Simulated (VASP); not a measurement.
# NaI (Fm-3m) in VASP: further runs

Runs on NaI. Level: LDA. Tasks: electric field gradients.

All numbers are computed with VASP 6.6.1; they aren't measurements. Logs are shortened: lines on timing, memory, paths and dates and some standing lists are left out, and cuts for length are marked.

### 1 The cell of the first run

It takes space group Fm-3m (No. 225, cubic). The conventional cell has a = 6.341 Å, b = 6.341 Å, c = 6.341 Å, α = 90.00°, β = 90.00°, γ = 90.00°. Within 4.2 Å of Na (site symmetry m-3m) lie 6 I at 3.17 Å. I (site symmetry m-3m) has 6 Na at 3.17 Å within 4.2 Å.

### 2 Electric field gradients, LDA (31.87 Å³/atom)

Contents of INCAR:

```
SYSTEM = NaI
ALGO = Normal
EDIFF = 1E-8
ENCUT = 520
GGA = CA
ISIF = 2
ISMEAR = -1
LASPH = .TRUE.
LCHARG = .FALSE.
LEFG = .TRUE.
LREAL = .FALSE.
LWAVE = .FALSE.
NBANDS = 14
NELM = 60
PREC = Accurate
SIGMA = 0.02
```

Contents of KPOINTS:

```
k-points
0
G
  8 8 8
  0 0 0
```

Contents of POSCAR:

```
NaI
1.0
    0.0000000000      3.1703324822      3.1703324822
    3.1703324822      0.0000000000      3.1703324822
    3.1703324822      3.1703324822      0.0000000000
Na I
1 1
Direct
    0.0000000000      0.0000000000      0.0000000000
    0.5000000000      0.5000000000      0.5000000000
```

Potentials or basis: VASP PAW LDA potentials, release 64 (Na_pv, I).

Started as:

```sh
> cat potpaw_LDA.64/Na_pv/POTCAR potpaw_LDA.64/I/POTCAR > POTCAR
> mpirun -np 1 vasp_std > vasp.out
```

OUTCAR:

```text
SYSTEM = NaI
   EDIFF = 1E-8
   ENCUT = 520
   GGA = CA
   ISIF = 2
   ISMEAR = -1
   LASPH = .TRUE.
   LREAL = .FALSE.
   NELM = 60
   PREC = Accurate

 ion  position               nearest neighbor table
   1  0.000  0.000  0.000-   2 3.17   2 3.17   2 3.17   2 3.17   2 3.17   2 3.17
   2  0.500  0.500  0.500-   1 3.17   1 3.17   1 3.17   1 3.17   1 3.17   1 3.17

  LATTYP: Found a face centered cubic cell.
 ALAT       =     6.3406649644

  Lattice vectors:

 A1 = (   0.0000000000,   3.1703324822,   3.1703324822)
 A2 = (   3.1703324822,   0.0000000000,   3.1703324822)
 A3 = (   3.1703324822,   3.1703324822,   0.0000000000)

Analysis of symmetry for initial positions (statically):
=====================================================================
 Subroutine PRICEL returns:
 Original cell was already a primitive cell.

 Routine SETGRP: Setting up the symmetry group for a
 face centered cubic supercell.

 Subroutine GETGRP returns: Found 48 space group operations
 (whereof 48 operations were pure point group operations)
 out of a pool of 48 trial point group operations.

The static configuration has the point symmetry O_h .

Analysis of symmetry for dynamics (positions and initial velocities):
=====================================================================
 Subroutine PRICEL returns:
 Original cell was already a primitive cell.

 Routine SETGRP: Setting up the symmetry group for a
 face centered cubic supercell.

 Subroutine GETGRP returns: Found 48 space group operations
 (whereof 48 operations were pure point group operations)
 out of a pool of 48 trial point group operations.

The dynamic configuration has the point symmetry O_h .

 Subroutine INISYM returns: Found 48 space group operations
 (whereof 48 operations are pure point group operations),
 and found     1 'primitive' translations

----------------------------------------------------------------------------------------

                                     Primitive cell

  volume of cell :      63.7301

  direct lattice vectors                    reciprocal lattice vectors
     0.000000000  3.170332482  3.170332482    -0.157712165  0.157712165  0.157712165
     3.170332482  0.000000000  3.170332482     0.157712165 -0.157712165  0.157712165
     3.170332482  3.170332482  0.000000000     0.157712165  0.157712165 -0.157712165

[... 136 lines left out ...]
 Fermi energy:         1.4566387777

 k-point     1 :       0.0000    0.0000    0.0000
  band No.  band energies     occupation
      1     -21.2607      2.00000
      2     -21.2607      2.00000
      3     -21.2607      2.00000
      4     -10.1817      2.00000
      5       1.0702      2.00000
      6       1.0702      2.00000
      7       1.0702      2.00000
      8       4.5870      0.00000
      9       8.8672      0.00000
     10       8.8672      0.00000
     11       8.8672      0.00000
     12      10.8378      0.00000
     13      10.8378      0.00000
     14      11.3087      0.00000
[... 377 lines left out ...]
      1     -21.2671      2.00000
      2     -21.2630      2.00000
      3     -21.2619      2.00000
      4      -9.7492      2.00000
      5      -1.1042      2.00000
      6       0.0144      2.00000
      7       0.5063      2.00000
      8       7.0728      0.00000
      9       7.2639      0.00000
     10       9.2962      0.00000
     11       9.3885      0.00000
     12      11.5509      0.00000
     13      12.5754      0.00000
     14      13.7823      0.00000

 [... further k-points ...]

------------------------ aborting loop because EDIFF is reached ----------------------------------------

  FORCE on cell =-STRESS in cart. coord.  units (eV):
  Direction    XX          YY          ZZ          XY          YZ          ZX
  --------------------------------------------------------------------------------------
  -------------------------------------------------------------------------------------
  Total       -0.2803587     -0.2803587     -0.2803587      0.0000000      0.0000000     -0.0000000
  in kB       -7.0482329     -7.0482329     -7.0482329      0.0000000      0.0000000     -0.0000000
  external PRESSURE =      -7.0482329 kB  Pullay stress =       0.0000000 kB

 VOLUME and BASIS-vectors are now :
 -----------------------------------------------------------------------------
  energy-cutoff  :      520.00
  volume of cell :       63.73
      direct lattice vectors                 reciprocal lattice vectors
     0.000000000  3.170332482  3.170332482    -0.157712165  0.157712165  0.157712165
     3.170332482  0.000000000  3.170332482     0.157712165 -0.157712165  0.157712165
     3.170332482  3.170332482  0.000000000     0.157712165  0.157712165 -0.157712165

 POSITION                                       TOTAL-FORCE (eV/Angst)
 -----------------------------------------------------------------------------------
      0.00000      0.00000      0.00000         0.000000     -0.000000     -0.000000
      3.17033      3.17033      3.17033        -0.000000      0.000000      0.000000
 -----------------------------------------------------------------------------------
    total drift:                                0.000000      0.000000      0.000000

  FREE ENERGIE OF THE ION-ELECTRON SYSTEM (eV)
  ---------------------------------------------------
  free  energy   TOTEN  =        -6.0119759239 eV

  energy  without entropy=       -6.0119759238  energy(sigma->0) =       -6.01197592

 Electric field gradients (V/A^2)
---------------------------------------------------------------------
 ion       V_xx      V_yy      V_zz      V_xy      V_xz      V_yz
---------------------------------------------------------------------
   1       0.000    -0.000     0.000    -0.002    -0.002    -0.002
   2       0.000     0.000    -0.000     0.000     0.000     0.000
---------------------------------------------------------------------

 Electric field gradients after diagonalization (V/A^2)
 (convention: |V_zz| > |V_xx| > |V_yy|)
----------------------------------------------------------------------
 ion       V_xx      V_yy      V_zz     asymmetry (V_yy - V_xx)/ V_zz
----------------------------------------------------------------------
   1       0.002     0.002    -0.004       0.000
   2      -0.000    -0.000     0.000       0.000
----------------------------------------------------------------------

           NMR quadrupolar parameters

 Cq : quadrupolar parameter    Cq=e*Q*V_zz/h
 eta: asymmetry parameters     (V_yy - V_xx)/ V_zz
 Q  : nuclear electric quadrupole moment in mb (millibarn)
----------------------------------------------------------------------
 ion       Cq(MHz)       eta       Q (mb)
----------------------------------------------------------------------
   1      -0.000       0.000       1.000
   2       0.000       0.000       1.000
----------------------------------------------------------------------
```

stdout:

```text
POSCAR found type information on POSCAR NaI
 POSCAR found :  2 types and       2 ions
 scaLAPACK will be used
 LDA part: xc-table for (Slater(with rela. corr.)+CA(PZ))
 , standard interpolation
 POSCAR, INCAR and KPOINTS ok, starting setup
 FFT: planning ... GRIDC
 FFT: planning ... GRID_SOFT
 FFT: planning ... GRID
 WAVECAR not read
 entering main loop
ion   1

ion   2
```

Run time: 22 s. Hardware: 1 thread of Intel Xeon Platinum 8259CL at 2.50GHz (Skylake/Cascade Lake), shared host; peak memory 0.17 GiB.

What came out:

| Quantity | Value |
| --- | --- |
| Free energy | -6.0120 eV |
| Pressure | -0.7 GPa |
| Band gap on the k mesh | 3.52 eV |
| Largest electric field gradient by atom | zero within the noise of the run |

Caveat: spin-orbit coupling is left out, which moves the levels of the heavy elements.

### 3 Electric field gradients, LDA (31.87 Å³/atom)

Contents of INCAR:

```
SYSTEM = NaI
PREC = Accurate ; ENCUT = 520
EDIFF = 1E-8 ; ISMEAR = -1
SIGMA = 0.02 ; LREAL = .False.
LASPH = .True. ; NELM = 80
ALGO = Normal ; ISIF = 2
LWAVE = .False. ; LCHARG = .False.
LEFG = .True. ; NBANDS = 14
```

Contents of KPOINTS:

```
Automatic mesh
0
Gamma
  8 8 8
  0 0 0
```

POSCAR is that of step 2.

Potentials or basis: VASP PAW LDA potentials, release 64 (Na_pv, I).

Started as:

```sh
> cat potpaw_LDA.64/Na_pv/POTCAR potpaw_LDA.64/I/POTCAR > POTCAR
> mpirun -np 1 vasp_std > vasp.out
```

OUTCAR:

```text
SYSTEM = NaI
   PREC = Accurate
   ENCUT = 520
   EDIFF = 1E-8
   ISMEAR = -1
   LREAL = .False.
   LASPH = .True.
   NELM = 80
   ISIF = 2

 ion  position               nearest neighbor table
   1  0.000  0.000  0.000-   2 3.17   2 3.17   2 3.17   2 3.17   2 3.17   2 3.17
   2  0.500  0.500  0.500-   1 3.17   1 3.17   1 3.17   1 3.17   1 3.17   1 3.17

  LATTYP: Found a face centered cubic cell.
 ALAT       =     6.3406649644

  Lattice vectors:

 A1 = (   0.0000000000,   3.1703324822,   3.1703324822)
 A2 = (   3.1703324822,   0.0000000000,   3.1703324822)
 A3 = (   3.1703324822,   3.1703324822,   0.0000000000)

Analysis of symmetry for initial positions (statically):
=====================================================================
 Subroutine PRICEL returns:
 Original cell was already a primitive cell.

 Routine SETGRP: Setting up the symmetry group for a
 face centered cubic supercell.

 Subroutine GETGRP returns: Found 48 space group operations
[... 597 lines left out ...]
     0.000000000  3.170332482  3.170332482    -0.157712165  0.157712165  0.157712165
     3.170332482  0.000000000  3.170332482     0.157712165 -0.157712165  0.157712165
     3.170332482  3.170332482  0.000000000     0.157712165  0.157712165 -0.157712165

 POSITION                                       TOTAL-FORCE (eV/Angst)
 -----------------------------------------------------------------------------------
      0.00000      0.00000      0.00000         0.000000     -0.000000     -0.000000
      3.17033      3.17033      3.17033        -0.000000      0.000000      0.000000
 -----------------------------------------------------------------------------------
    total drift:                                0.000000      0.000000      0.000000

  FREE ENERGIE OF THE ION-ELECTRON SYSTEM (eV)
  ---------------------------------------------------
  free  energy   TOTEN  =        -6.0119759239 eV

  energy  without entropy=       -6.0119759238  energy(sigma->0) =       -6.01197592

 Electric field gradients (V/A^2)
---------------------------------------------------------------------
 ion       V_xx      V_yy      V_zz      V_xy      V_xz      V_yz
---------------------------------------------------------------------
   1       0.000    -0.000     0.000    -0.002    -0.002    -0.002
   2       0.000     0.000    -0.000     0.000     0.000     0.000
---------------------------------------------------------------------

 Electric field gradients after diagonalization (V/A^2)
 (convention: |V_zz| > |V_xx| > |V_yy|)
----------------------------------------------------------------------
 ion       V_xx      V_yy      V_zz     asymmetry (V_yy - V_xx)/ V_zz
----------------------------------------------------------------------
   1       0.002     0.002    -0.004       0.000
   2      -0.000    -0.000     0.000       0.000
----------------------------------------------------------------------

           NMR quadrupolar parameters

 Cq : quadrupolar parameter    Cq=e*Q*V_zz/h
 eta: asymmetry parameters     (V_yy - V_xx)/ V_zz
 Q  : nuclear electric quadrupole moment in mb (millibarn)
----------------------------------------------------------------------
 ion       Cq(MHz)       eta       Q (mb)
----------------------------------------------------------------------
   1      -0.000       0.000       1.000
   2       0.000       0.000       1.000
----------------------------------------------------------------------
```

stdout:

```text
POSCAR found type information on POSCAR NaI
 POSCAR found :  2 types and       2 ions
 scaLAPACK will be used
 LDA part: xc-table for (Slater(with rela. corr.)+CA(PZ))
 , standard interpolation
 POSCAR, INCAR and KPOINTS ok, starting setup
 FFT: planning ... GRIDC
 FFT: planning ... GRID_SOFT
 FFT: planning ... GRID
 WAVECAR not read
 entering main loop
ion   1

ion   2
```

Wall time 21 s (1 thread of Intel Xeon Platinum 8259CL at 2.50GHz (Skylake/Cascade Lake), shared host); peak memory 0.18 GiB.

Results:

```yaml
Free_energy: -6.0120 eV
Pressure: -0.7 GPa
Band_gap_on_the_k_mesh: 3.52 eV
Largest_electric_field_gradient_by_atom: zero within the noise of the run
```

Levels at points of the mesh, in eV from the valence-band top:
| k point | band 4 | band 5 | band 6 | band 7 | band 8 | band 9 | band 10 | band 11 |
| --- | --- | --- | --- | --- | --- | --- | --- | --- |
| (0.00, 0.00, 0.00) | -11.25 | 0.00 | 0.00 | 0.00 | 3.52 | 7.80 | 7.80 | 7.80 |
| (0.50, 0.00, 0.00) | -10.87 | -2.48 | -0.33 | -0.33 | 4.88 | 7.33 | 7.33 | 8.93 |
| (0.50, 0.50, 0.00) | -10.78 | -2.17 | -0.85 | -0.85 | 4.31 | 5.26 | 10.02 | 11.40 |

Caveat: spin-orbit coupling is left out, which moves the levels of the heavy elements.

### 4 Electric field gradients, LDA (33.22 Å³/atom)

This run uses another cell than the first one, of 33.22 Å³/atom.

INCAR: that of step 3 with these lines changed.

```diff
@@ -4,3 +4,3 @@
 SIGMA = 0.02 ; LREAL = .False.
-LASPH = .True. ; NELM = 80
+LASPH = .True. ; NELM = 100
 ALGO = Normal ; ISIF = 2
```

Contents of KPOINTS:

```
regular mesh
0
Gamma
  8 8 8
  0 0 0
```

Contents of POSCAR:

```
NaI
1.0
    0.0000000000      3.2146785402      3.2146785402
    3.2146785402      0.0000000000      3.2146785402
    3.2146785402      3.2146785402      0.0000000000
Na I
1 1
Direct
    0.0000000000      0.0000000000      0.0000000000
    0.5000000000      0.5000000000      0.5000000000
```

Potentials or basis: VASP PAW LDA potentials, release 64 (Na_pv, I).

Started as:

```sh
> cat potpaw_LDA.64/Na_pv/POTCAR potpaw_LDA.64/I/POTCAR > POTCAR
> mpirun -np 1 vasp_std > vasp.out
```

OUTCAR:

```text
SYSTEM = NaI
   PREC = Accurate
   ENCUT = 520
   EDIFF = 1E-8
   ISMEAR = -1
   LREAL = .False.
   LASPH = .True.
   NELM = 100
   ISIF = 2

 ion  position               nearest neighbor table
   1  0.000  0.000  0.000-
   2  0.500  0.500  0.500-

  LATTYP: Found a face centered cubic cell.
 ALAT       =     6.4293570804

  Lattice vectors:

 A1 = (   0.0000000000,   3.2146785402,   3.2146785402)
 A2 = (   3.2146785402,   0.0000000000,   3.2146785402)
 A3 = (   3.2146785402,   3.2146785402,   0.0000000000)
[... 617 lines left out ...]

  FREE ENERGIE OF THE ION-ELECTRON SYSTEM (eV)
  ---------------------------------------------------
  free  energy   TOTEN  =        -5.9944413672 eV

  energy  without entropy=       -5.9944413672  energy(sigma->0) =       -5.99444137

 Electric field gradients (V/A^2)
---------------------------------------------------------------------
 ion       V_xx      V_yy      V_zz      V_xy      V_xz      V_yz
---------------------------------------------------------------------
   1      -0.000     0.000     0.000    -0.002    -0.002    -0.002
   2      -0.000    -0.000     0.000    -0.000    -0.000    -0.000
---------------------------------------------------------------------

 Electric field gradients after diagonalization (V/A^2)
 (convention: |V_zz| > |V_xx| > |V_yy|)
----------------------------------------------------------------------
 ion       V_xx      V_yy      V_zz     asymmetry (V_yy - V_xx)/ V_zz
----------------------------------------------------------------------
   1       0.002     0.002    -0.005       0.000
   2       0.000     0.000    -0.000       0.000
----------------------------------------------------------------------

           NMR quadrupolar parameters

 Cq : quadrupolar parameter    Cq=e*Q*V_zz/h
 eta: asymmetry parameters     (V_yy - V_xx)/ V_zz
 Q  : nuclear electric quadrupole moment in mb (millibarn)
----------------------------------------------------------------------
 ion       Cq(MHz)       eta       Q (mb)
----------------------------------------------------------------------
   1      -0.000       0.000       1.000
   2      -0.000       0.000       1.000
----------------------------------------------------------------------
```

OSZICAR:

```text
N       E                     dE             d eps       ncg     rms          rms(c)
DAV:   1     0.824109695829E+02    0.82411E+02   -0.66598E+03   812   0.894E+02
DAV:   2     0.230074956886E+00   -0.82181E+02   -0.76505E+02   854   0.218E+02
DAV:   3    -0.592883234246E+01   -0.61589E+01   -0.61225E+01  1064   0.587E+01
DAV:   4    -0.606642080940E+01   -0.13759E+00   -0.13755E+00   980   0.911E+00
DAV:   5    -0.606951323258E+01   -0.30924E-02   -0.30924E-02  1096   0.135E+00    0.164E+00
DAV:   6    -0.600899023812E+01    0.60523E-01   -0.58754E-02   968   0.159E+00    0.106E+00
DAV:   7    -0.599491798166E+01    0.14072E-01   -0.43963E-02  1028   0.116E+00    0.492E-01
DAV:   8    -0.599449745455E+01    0.42053E-03   -0.30585E-03   926   0.468E-01    0.107E-01
DAV:   9    -0.599444211993E+01    0.55335E-04   -0.15185E-04  1028   0.119E-01    0.318E-02
DAV:  10    -0.599444148878E+01    0.63115E-06   -0.19606E-05  1112   0.483E-02    0.599E-03
DAV:  11    -0.599444136016E+01    0.12861E-06   -0.11115E-06  1114   0.126E-02    0.441E-03
DAV:  12    -0.599444136719E+01   -0.70302E-08   -0.60747E-08  1078   0.228E-03
   1 F= -.59944414E+01 E0= -.59944414E+01  d E =-.384562E-12
```

Run time: 21 s. Hardware: 1 thread of Intel Xeon Platinum 8259CL at 2.50GHz (Skylake/Cascade Lake), shared host; peak memory 0.18 GiB.

What came out:

| Quantity | Value |
| --- | --- |
| Free energy | -5.9944 eV |
| Pressure | -1.4 GPa |
| Band gap on the k mesh | 3.40 eV |
| Largest electric field gradient by atom | zero within the noise of the run |

Levels at points of the mesh, in eV from the valence-band top:
```
           k point  band 3  band 4  band 5  band 6  band 7  band 8  band 9  band 10  band 11  band 12
(0.00, 0.00, 0.00)  -22.37  -11.14    0.00    0.00    0.00    3.40    7.80     7.80     7.80     9.70
(0.50, 0.00, 0.00)  -22.37  -10.80   -2.32   -0.30   -0.30    4.87    7.30     7.30     8.62    10.10
(0.50, 0.50, 0.00)  -22.37  -10.72   -2.02   -0.79   -0.79    4.28    5.34     9.74    11.14    11.14
```

Caveat: spin-orbit coupling is left out, which moves the levels of the heavy elements.

[end of part 1 of 2]
